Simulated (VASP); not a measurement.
# La3Hf (Pm-3m) in VASP: a series of runs, part 2 of 2

VASP 6.6.1.

## (3) Single point, PBE+D4

File INCAR:

```
PREC     = Accurate       # precision mode
ENCUT    = 520            # plane-wave cutoff, eV
EDIFF    = 1E-7           # SCF threshold, eV
ISMEAR   = -1             # smearing method
SIGMA    = 0.05           # smearing width, eV
LREAL    = F              # projectors in reciprocal space
LASPH    = T              # aspherical terms in the spheres
NELM     = 60             # most SCF steps
ALGO     = Normal         # electronic algorithm
ISIF     = 2              # what is computed and relaxed
LWAVE    = F              # write WAVECAR
LCHARG   = F              # write CHGCAR
GGA      = PE             # functional
IVDW     = 13             # dispersion correction
NBANDS   = 30             # bands
```

File KPOINTS:

```
regular mesh
0
Gamma
  6 6 6
```

File POSCAR:

```
La3Hf
1.0
    5.0451300000      0.0000000000      0.0000000000
    0.0000000000      5.0451300000      0.0000000000
    0.0000000000      0.0000000000      5.0451300000
La Hf
3 1
Direct
    0.0000000000      0.5000000000      0.5000000000
    0.5000000000      0.0000000000      0.5000000000
    0.5000000000      0.5000000000      0.0000000000
    0.0000000000      0.0000000000      0.0000000000
```

Potentials or basis: VASP PAW PBE potentials, release 64 (La, Hf_pv).

On the command line:

```
$ cat potpaw_PBE.64/La/POTCAR potpaw_PBE.64/Hf_pv/POTCAR > POTCAR
$ mpirun -np 1 vasp_std > vasp.out
```

OUTCAR:

```text
PREC = Accurate
   ENCUT = 520
   EDIFF = 1E-7
   ISMEAR = -1
   LREAL = F
   LASPH = T
   NELM = 60
   ISIF = 2
   GGA = PE
   IVDW = 13

 ion  position               nearest neighbor table
   1  0.000  0.500  0.500-   2 3.57   3 3.57   4 3.57   3 3.57   4 3.57   2 3.57   4 3.57   4 3.57
                             2 3.57   3 3.57   3 3.57   2 3.57
   2  0.500  0.000  0.500-   1 3.57   3 3.57   4 3.57   3 3.57   4 3.57   1 3.57   3 3.57   3 3.57
                             1 3.57   4 3.57   4 3.57   1 3.57
   3  0.500  0.500  0.000-   1 3.57   2 3.57   4 3.57   1 3.57   2 3.57   2 3.57   4 3.57   2 3.57
                             1 3.57   4 3.57   1 3.57   4 3.57
   4  0.000  0.000  0.000-   1 3.57   2 3.57   3 3.57   1 3.57   2 3.57   1 3.57   3 3.57   1 3.57
                             2 3.57   3 3.57   2 3.57   3 3.57

  LATTYP: Found a simple cubic cell.
 ALAT       =     5.0451300000

  Lattice vectors:

 A1 = (   5.0451300000,   0.0000000000,   0.0000000000)
 A2 = (   0.0000000000,   5.0451300000,   0.0000000000)
 A3 = (   0.0000000000,   0.0000000000,   5.0451300000)

Analysis of symmetry for initial positions (statically):
=====================================================================
 Subroutine PRICEL returns:
 Original cell was already a primitive cell.

 Routine SETGRP: Setting up the symmetry group for a
 simple cubic supercell.

 Subroutine GETGRP returns: Found 48 space group operations
[... 9 lines left out ...]

 Routine SETGRP: Setting up the symmetry group for a
 simple cubic supercell.

 Subroutine GETGRP returns: Found 48 space group operations
[... 11 lines left out ...]
                                     Primitive cell

  volume of cell :     128.4154

  direct lattice vectors                    reciprocal lattice vectors
     5.045130000  0.000000000  0.000000000     0.198210948  0.000000000  0.000000000
     0.000000000  5.045130000  0.000000000     0.000000000  0.198210948  0.000000000
     0.000000000  0.000000000  5.045130000     0.000000000  0.000000000  0.198210948

  length of vectors
     5.045130000  5.045130000  5.045130000     0.198210948  0.198210948  0.198210948

  position of ions in fractional coordinates (direct lattice)
     0.000000000  0.500000000  0.500000000
     0.500000000  0.000000000  0.500000000
     0.500000000  0.500000000  0.000000000
     0.000000000  0.000000000  0.000000000

  ion indices of the primitive-cell ions
   primitive index   ion index
                 1           1
                 2           2
                 3           3
                 4           4

----------------------------------------------------------------------------------------

 KPOINTS: regular mesh

Automatic generation of k-mesh.
 Grid dimensions read from file:
 generate k-points for:    6    6    6

 Generating k-lattice:

  Cartesian coordinates                     Fractional coordinates (reciprocal lattice)
     0.033035158  0.000000000  0.000000000     0.166666667  0.000000000  0.000000000
     0.000000000  0.033035158  0.000000000     0.000000000  0.166666667  0.000000000
     0.000000000  0.000000000  0.033035158     0.000000000  0.000000000  0.166666667

  Length of vectors
     0.033035158  0.033035158  0.033035158

  Shift w.r.t. Gamma in fractional coordinates (k-lattice)
     0.000000000  0.000000000  0.000000000

 Subroutine IBZKPT returns following result:
 ===========================================

 Found     20 irreducible k-points:

 Following reciprocal coordinates:
            Coordinates               Weight
  0.000000  0.000000  0.000000      1.000000
  0.166667  0.000000  0.000000      6.000000
  0.333333  0.000000  0.000000      6.000000
  0.500000  0.000000  0.000000      3.000000
  0.166667  0.166667  0.000000     12.000000
  0.333333  0.166667  0.000000     24.000000
[... 12 lines left out ...]
  0.500000  0.500000  0.333333      6.000000
  0.500000  0.500000  0.500000      1.000000
   k-points           NKPTS =     20   k-points in BZ     NKDIM =     20   number of bands    NBANDS=     30
   number of dos      NEDOS =    301   number of ions     NIONS =      4
   total plane-waves  NPLWV =  64000
   dimension x,y,z NGX =    40 NGY =   40 NGZ =   40
   dimension x,y,z NGXF=    80 NGYF=   80 NGZF=   80
   ions per type =               3   1
   NGX,Y,Z   is equivalent  to a cutoff of  13.18, 13.18, 13.18 a.u.
   NGXF,Y,Z  is equivalent  to a cutoff of  26.36, 26.36, 26.36 a.u.
 SYSTEM =  unknown system
   PREC   = accura    normal or accurate (medium, high low for compatibility)
   ISTART =      0    job   : 0-new  1-cont  2-samecut
   ICHARG =      2    charge: 1-file 2-atom 10-const
   ISPIN  =      1    spin polarized calculation?
   LNONCOLLINEAR =      F non collinear calculations
   LSORBIT =      F    spin-orbit coupling
   LASPH  =      T    aspherical Exc in radial PAW
   ENCUT  =  520.0 eV  38.22 Ry    6.18 a.u.   9.38  9.38  9.38*2*pi/ulx,y,z
   NELM   =     60;   NELMIN=  2; NELMDL= -5     # of ELM steps
   EDIFF  = 0.1E-06   stopping-criterion for ELM
   LREAL  =      F    real-space projection
   EDIFFG = 0.1E-05   stopping-criterion for IOM
   NSW    =      0    number of steps for IOM
   IBRION =     -1    ionic relax: 0-MD 1-quasi-New 2-CG
   NFREE  =      0    steps in history (QN), initial steepest desc. (CG)
   ISIF   =      2    stress and relaxation
   ISYM   =      2    0-nonsym 1-usesym 2-fastsym
   POTIM  = 0.5000    time-step for ionic-motion
   TEBEG  =    0.0;   TEEND  =   0.0 temperature during run
   PSTRESS=    0.0 pullay stress
   NELECT =      43.0000    total number of electrons
   NUPDOWN=      -1.0000    fix difference up-down
   EMIN   =  10.00;   EMAX   =-10.00  energy-range for DOS
   EFERMI =   0.00;   METHOD = LEGACY
   ISMEAR =    -1;   SIGMA  =   0.05  broadening in eV -4-tet -1-fermi 0-gaus
   EFERMI_NEDOS =   21; number of points for ismear=-14 and -15
   IALGO  =     38    algorithm
   IMIX   =      4    mixing-type and parameters
     AMIX     =   0.40;   BMIX     =  1.00
     AMIX_MAG =   1.60;   BMIX_MAG =  1.00
  volume/ion in A,a.u.               =      32.10       216.65
  Fermi-wavevector in a.u.,A,eV,Ry     =   1.136821  2.148280 17.583642  1.292361
  Thomas-Fermi vector in A             =   2.273526
   LORBIT       =      0    0 simple, 1 ext, 2 COOP (PROOUT), +10 PAW based schemes
   GGA     = PE    functional components
   LHFCALC =     F    Hartree Fock is set to
   AEXX    =    0.0000 exact exchange contribution
   IVDW    =    13    specifies the selected vdW correction
   LEPSILON=     F    determine dielectric tensor
   LRPA    =     F    only Hartree local field effects (RPA)
 non-spin polarized calculation
  energy-cutoff  :      520.00
  volume of cell :      128.42
 maximum number of plane-waves:      3483
 NGX is ok and might be reduce to    40
   NGX = 19   NGY = 19   NGZ = 19

 number of electron      42.9999997 magnetization

 Free energy of the ion-electron system (eV)
  ---------------------------------------------------
  ext. energy  EPLUGINS =         0.00000000
  ---------------------------------------------------
  free energy    TOTEN  =       -23.82718658 eV

  energy without entropy =      -23.78358185  energy(sigma->0) =      -23.80538421

 E-fermi :   7.7010     XC(G=0): -10.0597

 val. band max:        7.6830812699   @ k =   0.5000   0.1667   0.1667
 cond. band min:       7.7644098440   @ k =   0.5000   0.0000   0.0000
 fundamental gap:      0.0813285741
 Fermi energy:         7.7010199028

 k-point     1 :       0.0000    0.0000    0.0000
  band No.  band energies     occupation
      1     -24.9184      2.00000
      2     -24.5760      2.00000
      3     -24.5760      2.00000
      4     -23.4934      2.00000
      5     -23.4934      2.00000
      6     -23.4934      2.00000
[... 22 lines left out ...]
     29       9.5590      0.00000
     30       9.8219      0.00000

 k-point     2 :       0.1667    0.0000    0.0000
  band No.  band energies     occupation
      1     -24.9001      2.00000
      2     -24.5977      2.00000
      3     -24.5757      2.00000
      4     -23.4933      2.00000
      5     -23.4933      2.00000
      6     -23.4908      2.00000
[... 586 lines left out ...]
 k-point    20 :       0.5000    0.5000    0.5000
  band No.  band energies     occupation
      1     -24.6879      2.00000
      2     -24.6879      2.00000
      3     -24.6879      2.00000
      4     -23.4954      2.00000
      5     -23.4954      2.00000
      6     -23.4954      2.00000
[... 22 lines left out ...]
     29       9.2164      0.00000
     30       9.2479      0.00000

------------------------ aborting loop because EDIFF is reached ----------------------------------------

  DFT-D4 for vdW energy calculation

  Edisp (eV):   -1.11134

  FORCE on cell =-STRESS in cart. coord.  units (eV):
  Direction    XX          YY          ZZ          XY          YZ          ZX
  --------------------------------------------------------------------------------------
  -------------------------------------------------------------------------------------
  Total      -1.02909    -1.02909    -1.02909    -0.00000     0.00000    -0.00000
  in kB     -12.83940   -12.83940   -12.83940    -0.00000     0.00000    -0.00000
  external pressure =      -12.84 kB  Pullay stress =        0.00 kB

 VOLUME and BASIS-vectors are now :
 -----------------------------------------------------------------------------
  energy-cutoff  :      520.00
  volume of cell :      128.42
      direct lattice vectors                 reciprocal lattice vectors
     5.045130000  0.000000000  0.000000000     0.198210948  0.000000000  0.000000000
     0.000000000  5.045130000  0.000000000     0.000000000  0.198210948  0.000000000
     0.000000000  0.000000000  5.045130000     0.000000000  0.000000000  0.198210948

 POSITION                                       TOTAL-FORCE (eV/Angst)
 -----------------------------------------------------------------------------------
      0.00000      2.52257      2.52257         0.000000      0.000000      0.000000
      2.52257      0.00000      2.52257         0.000000      0.000000      0.000000
      2.52257      2.52257      0.00000         0.000000      0.000000      0.000000
      0.00000      0.00000      0.00000         0.000000      0.000000      0.000000
 -----------------------------------------------------------------------------------
    total drift:                                0.000000     -0.000000     -0.000000

  FREE ENERGIE OF THE ION-ELECTRON SYSTEM (eV)
  ---------------------------------------------------
  free  energy   TOTEN  =       -24.9385293911 eV

  energy  without entropy=      -24.8949246598  energy(sigma->0) =      -24.91672703
```

Run time: 1.7 min. Hardware: 1 thread of Intel Xeon Platinum 8375C at 2.90GHz (Ice Lake), shared host; peak memory 0.29 GiB.

Results:

```yaml
Free_energy: -24.9385 eV
Pressure: -1.3 GPa
Dispersion_energy_per_atom: -0.278 eV
```

Caveat: spin-orbit coupling is left out, which moves the levels of the heavy elements; pairwise dispersion overbinds metals, which lowers pressure and volume.
